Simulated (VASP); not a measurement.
# Al3Ni3B in VASP: a series of runs

The runs below take Al3Ni3B through single point, with PBEsol.

All numbers are computed with VASP 6.6.1; they aren't measurements. Logs are shortened: lines on timing, memory, paths and dates and some standing lists are left out, and cuts for length are marked.

## (1) The cell of the first run

The cell holds a slab with vacuum, 7 atoms: a = 2.862 Å, b = 2.862 Å, c = 26.155 Å, α = 90.00°, β = 90.00°, γ = 90.00°.

## (2) Single point, PBEsol

The input, INCAR:

```
PREC = Accurate
ENCUT = 520
EDIFF = 1E-6
ISMEAR = 0
SIGMA = 0.1
LREAL = F
LASPH = T
NELM = 100
ALGO = Normal
ISIF = 2
LWAVE = F
LCHARG = T
LDIPOL = T
IDIPOL = 3
DIPOL = 0.5 0.5 0.493
GGA = PS
LELF = T
LVHAR = T
LVACPOTAV = T
NBANDS = 30
```

The input, KPOINTS:

```
regular mesh
0
Gamma
  10 10 1
```

The input, POSCAR:

```
Al3Ni3B
1.0
    2.8621655562      0.0000000000      0.0000000000
    0.0000000000      2.8621655562      0.0000000000
    0.0000000000      0.0000000000     26.1554138905
Ni Al B
3 3 1
Direct
    0.5000000000      0.5000000000      0.3249805198
    0.5000000000      0.5000000000      0.4344097021
    0.5000000000      0.5000000000      0.5433366758
    0.0000000000      0.0000000000      0.3796951109
    0.0000000000      0.0000000000      0.4885595094
    0.0000000000      0.0000000000      0.5989587142
    0.0000000000      0.0000000000      0.6814227750
```

Potentials or basis: VASP PAW PBE potentials, release 64 (Ni, Al, B).

The run is started by

```console
$ cat potpaw_PBE.64/Ni/POTCAR potpaw_PBE.64/Al/POTCAR potpaw_PBE.64/B/POTCAR > POTCAR
$ mpirun -np 1 vasp_std > vasp.out
```

OUTCAR:

```text
PREC = Accurate
   ENCUT = 520
   EDIFF = 1E-6
   ISMEAR = 0
   LREAL = F
   LASPH = T
   NELM = 100
   ISIF = 2
   GGA = PS

 ion  position               nearest neighbor table
   1  0.500  0.500  0.325-   4 2.48   4 2.48   4 2.48   4 2.48   2 2.86
   2  0.500  0.500  0.434-   5 2.47   5 2.47   5 2.47   5 2.47   4 2.48   4 2.48   4 2.48   4 2.48
                             3 2.85   1 2.86
   3  0.500  0.500  0.543-   5 2.48   5 2.48   5 2.48   5 2.48   6 2.49   6 2.49   6 2.49   6 2.49
                             2 2.85
   4  0.000  0.000  0.380-   1 2.48   1 2.48   1 2.48   1 2.48   2 2.48   2 2.48   2 2.48   2 2.48
                             5 2.85
   5  0.000  0.000  0.489-   2 2.47   2 2.47   2 2.47   2 2.47   3 2.48   3 2.48   3 2.48   3 2.48
                             4 2.85   6 2.89
   6  0.000  0.000  0.599-   7 2.16   3 2.49   3 2.49   3 2.49   3 2.49   5 2.89
   7  0.000  0.000  0.681-   6 2.16

  LATTYP: Found a simple tetragonal cell.
 ALAT       =     2.8621655562
 C/A-ratio  =     9.1383301828

  Lattice vectors:

 A1 = (   2.8621655562,   0.0000000000,   0.0000000000)
 A2 = (   0.0000000000,   2.8621655562,   0.0000000000)
 A3 = (   0.0000000000,   0.0000000000,  26.1554138905)

Analysis of symmetry for initial positions (statically):
=====================================================================
 Subroutine PRICEL returns:
 Original cell was already a primitive cell.

 Routine SETGRP: Setting up the symmetry group for a
 simple tetragonal supercell.

 Subroutine GETGRP returns: Found  8 space group operations
 (whereof  8 operations were pure point group operations)
 out of a pool of 16 trial point group operations.

The static configuration has the point symmetry C_4v.

Analysis of symmetry for dynamics (positions and initial velocities):
=====================================================================
 Subroutine PRICEL returns:
 Original cell was already a primitive cell.

 Routine SETGRP: Setting up the symmetry group for a
 simple tetragonal supercell.

 Subroutine GETGRP returns: Found  8 space group operations
 (whereof  8 operations were pure point group operations)
 out of a pool of 16 trial point group operations.

The dynamic configuration has the point symmetry C_4v.

 Subroutine INISYM returns: Found  8 space group operations
 (whereof  8 operations are pure point group operations),
 and found     1 'primitive' translations

----------------------------------------------------------------------------------------

                                     Primitive cell

  volume of cell :     214.2649

  direct lattice vectors                    reciprocal lattice vectors
     2.862165556  0.000000000  0.000000000     0.349385799  0.000000000  0.000000000
     0.000000000  2.862165556  0.000000000     0.000000000  0.349385799  0.000000000
     0.000000000  0.000000000 26.155413891     0.000000000  0.000000000  0.038233002

  length of vectors
     2.862165556  2.862165556 26.155413891     0.349385799  0.349385799  0.038233002

  position of ions in fractional coordinates (direct lattice)
     0.500000000  0.500000000  0.324980520
     0.500000000  0.500000000  0.434409702
     0.500000000  0.500000000  0.543336676
     0.000000000  0.000000000  0.379695111
     0.000000000  0.000000000  0.488559509
     0.000000000  0.000000000  0.598958714
     0.000000000  0.000000000  0.681422775

  ion indices of the primitive-cell ions
   primitive index   ion index
                 1           1
                 2           2
                 3           3
                 4           4
                 5           5
                 6           6
                 7           7

----------------------------------------------------------------------------------------

 KPOINTS: regular mesh

Automatic generation of k-mesh.
 Grid dimensions read from file:
 generate k-points for:   10   10    1

 Generating k-lattice:

  Cartesian coordinates                     Fractional coordinates (reciprocal lattice)
     0.034938580  0.000000000  0.000000000     0.100000000  0.000000000  0.000000000
     0.000000000  0.034938580  0.000000000     0.000000000  0.100000000  0.000000000
     0.000000000  0.000000000  0.038233002     0.000000000  0.000000000  1.000000000

  Length of vectors
     0.034938580  0.034938580  0.038233002

  Shift w.r.t. Gamma in fractional coordinates (k-lattice)
     0.000000000  0.000000000  0.000000000

 Subroutine IBZKPT returns following result:
 ===========================================

 Found     21 irreducible k-points:

 Following reciprocal coordinates:
            Coordinates               Weight
  0.000000  0.000000  0.000000      1.000000
  0.100000  0.000000  0.000000      4.000000
  0.200000  0.000000  0.000000      4.000000
  0.300000  0.000000  0.000000      4.000000
  0.400000  0.000000  0.000000      4.000000
  0.500000  0.000000  0.000000      2.000000
[... 13 lines left out ...]
  0.500000  0.400000  0.000000      4.000000
  0.500000  0.500000  0.000000      1.000000
   k-points           NKPTS =     21   k-points in BZ     NKDIM =     21   number of bands    NBANDS=     30
   number of dos      NEDOS =    301   number of ions     NIONS =      7
   total plane-waves  NPLWV = 112896
   dimension x,y,z NGX =    24 NGY =   24 NGZ =  196
   dimension x,y,z NGXF=    48 NGYF=   48 NGZF=  392
   ions per type =               3   3   1
   NGX,Y,Z   is equivalent  to a cutoff of  13.94, 13.94, 12.46 a.u.
   NGXF,Y,Z  is equivalent  to a cutoff of  27.88, 27.88, 24.92 a.u.
 SYSTEM =  unknown system
   PREC   = accura    normal or accurate (medium, high low for compatibility)
   ISTART =      0    job   : 0-new  1-cont  2-samecut
   ICHARG =      2    charge: 1-file 2-atom 10-const
   ISPIN  =      1    spin polarized calculation?
   LNONCOLLINEAR =      F non collinear calculations
   LSORBIT =      F    spin-orbit coupling
   LASPH  =      T    aspherical Exc in radial PAW
   ENCUT  =  520.0 eV  38.22 Ry    6.18 a.u.   5.32  5.32 48.63*2*pi/ulx,y,z
   NELM   =    100;   NELMIN=  2; NELMDL= -5     # of ELM steps
   EDIFF  = 0.1E-05   stopping-criterion for ELM
   LREAL  =      F    real-space projection
   EDIFFG = 0.1E-04   stopping-criterion for IOM
   NSW    =      0    number of steps for IOM
   IBRION =     -1    ionic relax: 0-MD 1-quasi-New 2-CG
   NFREE  =      0    steps in history (QN), initial steepest desc. (CG)
   ISIF   =      2    stress and relaxation
   ISYM   =      2    0-nonsym 1-usesym 2-fastsym
   POTIM  = 0.5000    time-step for ionic-motion
   TEBEG  =    0.0;   TEEND  =   0.0 temperature during run
   PSTRESS=    0.0 pullay stress
   NELECT =      42.0000    total number of electrons
   NUPDOWN=      -1.0000    fix difference up-down
   EMIN   =  10.00;   EMAX   =-10.00  energy-range for DOS
   EFERMI =   0.00;   METHOD = LEGACY
   ISMEAR =     0;   SIGMA  =   0.10  broadening in eV -4-tet -1-fermi 0-gaus
   EFERMI_NEDOS =   21; number of points for ismear=-14 and -15
   IALGO  =     38    algorithm
   IMIX   =      4    mixing-type and parameters
     AMIX     =   0.40;   BMIX     =  1.00
     AMIX_MAG =   1.60;   BMIX_MAG =  1.00
  volume/ion in A,a.u.               =      30.61       206.56
  Fermi-wavevector in a.u.,A,eV,Ry     =   0.950986  1.797103 12.304766  0.904375
  Thomas-Fermi vector in A             =   2.079414
   LORBIT       =      0    0 simple, 1 ext, 2 COOP (PROOUT), +10 PAW based schemes
   GGA     = PS    functional components
   LHFCALC =     F    Hartree Fock is set to
   AEXX    =    0.0000 exact exchange contribution
   IVDW    =     0    specifies the selected vdW correction
   LEPSILON=     F    determine dielectric tensor
   LRPA    =     F    only Hartree local field effects (RPA)
 non-spin polarized calculation
 Gauss-broadening in eV      SIGMA  =   0.10
  energy-cutoff  :      520.00
  volume of cell :      214.26
 maximum number of plane-waves:      5817
 NGX is ok and might be reduce to    24
   NGX = 11   NGY = 11   NGZ = 97

 dipolmoment           0.000000      0.000000     -0.146703 electrons x Angstroem

 number of electron      42.0000016 magnetization

 dipolmoment           0.000000      0.000000      0.058005 electrons x Angstroem

 Free energy of the ion-electron system (eV)
  ---------------------------------------------------
  ext. energy  EPLUGINS =         0.00000000
  ---------------------------------------------------
  free energy    TOTEN  =       -35.61420110 eV

  energy without entropy =      -35.58890981  energy(sigma->0) =      -35.60155546

 E-fermi :   0.2426     XC(G=0):  -5.5437

 val. band max:        0.2096262232   @ k =   0.5000   0.3000   0.0000
 cond. band min:       0.2478248168   @ k =   0.4000   0.3000   0.0000
 fundamental gap:      0.0381985936
 Fermi energy:         0.2425903230

 k-point     1 :       0.0000    0.0000    0.0000
  band No.  band energies     occupation
      1     -10.6007      2.00000
      2      -9.3660      2.00000
      3      -8.0439      2.00000
      4      -6.4968      2.00000
      5      -4.5376      2.00000
      6      -3.2125      2.00000
[... 22 lines left out ...]
     29       6.3904      0.00000
     30       6.3904      0.00000

 k-point     2 :       0.1000    0.0000    0.0000
  band No.  band energies     occupation
      1     -10.4161      2.00000
      2      -9.1902      2.00000
      3      -7.8926      2.00000
      4      -6.3382      2.00000
      5      -4.4128      2.00000
      6      -3.1345      2.00000
[... 22 lines left out ...]
     29       6.1028      0.00000
     30       6.1567      0.00000

 k-point     3 :       0.2000    0.0000    0.0000
  band No.  band energies     occupation
      1      -9.8681      2.00000
      2      -8.6705      2.00000
      3      -7.4488      2.00000
      4      -5.8794      2.00000
      5      -4.0683      2.00000
      6      -3.1247      2.00000
[... 583 lines left out ...]
     29       3.5693      0.00000
     30       4.0279      0.00000

 k-point    21 :       0.5000    0.5000    0.0000
  band No.  band energies     occupation
      1      -4.9495      2.00000
      2      -4.3682      2.00000
      3      -3.7744      2.00000
      4      -3.7744      2.00000
      5      -3.1357      2.00000
      6      -3.1357      2.00000
[... 22 lines left out ...]
     29       2.9729      0.00000
     30       3.6099      0.00000

------------------------ aborting loop because EDIFF is reached ----------------------------------------

  FORCE on cell =-STRESS in cart. coord.  units (eV):
  Direction    XX          YY          ZZ          XY          YZ          ZX
  --------------------------------------------------------------------------------------
  -------------------------------------------------------------------------------------
  Total       -6.0371274     -6.0371274     -0.5161506      0.0000000      0.0000000      0.0000000
  in kB      -45.1429384    -45.1429384     -3.8595430      0.0000000      0.0000000      0.0000000
  external PRESSURE =     -31.3818066 kB  Pullay stress =       0.0000000 kB

 VOLUME and BASIS-vectors are now :
 -----------------------------------------------------------------------------
  energy-cutoff  :      520.00
  volume of cell :      214.26
      direct lattice vectors                 reciprocal lattice vectors
     2.862165556  0.000000000  0.000000000     0.349385799  0.000000000  0.000000000
     0.000000000  2.862165556  0.000000000     0.000000000  0.349385799  0.000000000
     0.000000000  0.000000000 26.155413891     0.000000000  0.000000000  0.038233002

 POSITION                                       TOTAL-FORCE (eV/Angst)
 -----------------------------------------------------------------------------------
      1.43108      1.43108      8.50000        -0.000000      0.000000      0.735419
      1.43108      1.43108     11.36217         0.000000      0.000000      0.291560
      1.43108      1.43108     14.21120        -0.000000      0.000000      0.011545
      0.00000      0.00000      9.93108        -0.000000     -0.000000     -1.033431
      0.00000      0.00000     12.77848        -0.000000      0.000000     -0.021720
      0.00000      0.00000     15.66601        -0.000000     -0.000000      0.000655
      0.00000      0.00000     17.82289        -0.000000      0.000000      0.015972
 -----------------------------------------------------------------------------------
    total drift:                                0.000000     -0.000000      0.001413

  FREE ENERGIE OF THE ION-ELECTRON SYSTEM (eV)
  ---------------------------------------------------
  free  energy   TOTEN  =       -35.6142011001 eV

  energy  without entropy=      -35.5889098134  energy(sigma->0) =      -35.60155546

 vacuum level on the upper side and lower side of the slab         6.267         4.984
```

It took 8.6 min on 1 thread of Intel Xeon 8259CL, shared host; peak memory 0.4 GiB.

Results:

```
Free energy            : -35.6142 eV
Largest force          : 1.033 eV/Å
Band gap on the k mesh : zero (bands 21 and 22 overlap by 0.96 eV)
```

Forces in eV/Å, atoms in the order of the input:
```
Ni   0.000  0.000  0.735
Ni   0.000  0.000  0.292
Ni   0.000  0.000  0.012
Al   0.000  0.000 -1.033
Al   0.000  0.000 -0.022
Al   0.000  0.000  0.001
B    0.000  0.000  0.016
```

Levels at points of the mesh, in eV from the Fermi level:
| k point | band 19 | band 20 | band 21 | band 22 | band 23 | band 24 |
| --- | --- | --- | --- | --- | --- | --- |
| (0.00, 0.00, 0.00) | -0.89 | -0.67 | -0.56 | 0.72 | 3.01 | 4.59 |
| (0.50, 0.00, 0.00) | -0.79 | -0.76 | -0.75 | -0.52 | -0.21 | -0.11 |
| (0.50, 0.50, 0.00) | -0.35 | -0.18 | 0.44 | 0.44 | 1.53 | 1.56 |

Caveat: the PAW data sets were made with another functional, which shifts forces and pressure a little. Spin polarisation is off, so any magnetic state and its effect on volume and gap are missing.

(Part 1 of 2 ends here.)
